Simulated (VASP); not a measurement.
Re: single point with PBE

Crystal: Re.

```
Re
1.0
     2.76080    0.00000    0.00000
    -1.38040    2.39092    0.00000
     0.00000    0.00000    4.45820
Re
2
Direct
  0.33333 0.66667 0.25000
  0.66667 0.33333 0.75000
```

| Property | Result |
| --- | --- |
| Program | VASP 6.6.1 |
| Task | single point |
| Functional | PBE |
| Potentials or basis | VASP PAW PBE potentials, release 64 (Re) |
| Cutoff | 520 eV |
| k mesh | 14 × 14 × 8 |
| Occupations | fermi-dirac, width 0.05 eV |
| Spin | no spin polarisation |

```yaml
Pressure: 5.7 GPa
Band_gap_on_the_k_mesh: zero (bands 7 and 8 overlap by 3.26 eV)
```

Stress tensor (GPa, compression positive):
```
5.42 0.00 0.00
0.00 5.42 0.00
0.00 0.00 6.17
```

Levels at points of the mesh, in eV from the Fermi level:
| k point | band 5 | band 6 | band 7 | band 8 | band 9 | band 10 |
| --- | --- | --- | --- | --- | --- | --- |
| (0.00, 0.00, 0.00) | -1.55 | -0.71 | -0.71 | 0.21 | 0.21 | 0.65 |
| (0.50, 0.00, 0.00) | -1.71 | -1.34 | -0.57 | 3.99 | 4.39 | 4.52 |
| (0.00, 0.00, 0.50) | -1.68 | -1.68 | -1.68 | -1.68 | 2.57 | 2.57 |
| (0.50, 0.00, 0.50) | 0.42 | 0.42 | 0.95 | 0.95 | 4.30 | 4.30 |

Wall time 71 s on 1 thread of Oxide Virtual Turin-like Processor, on a shared host, peak memory 0.15 GiB.

Caveat: the cell stands under pressure; spin-orbit coupling is left out, which moves the levels of the heavy elements.
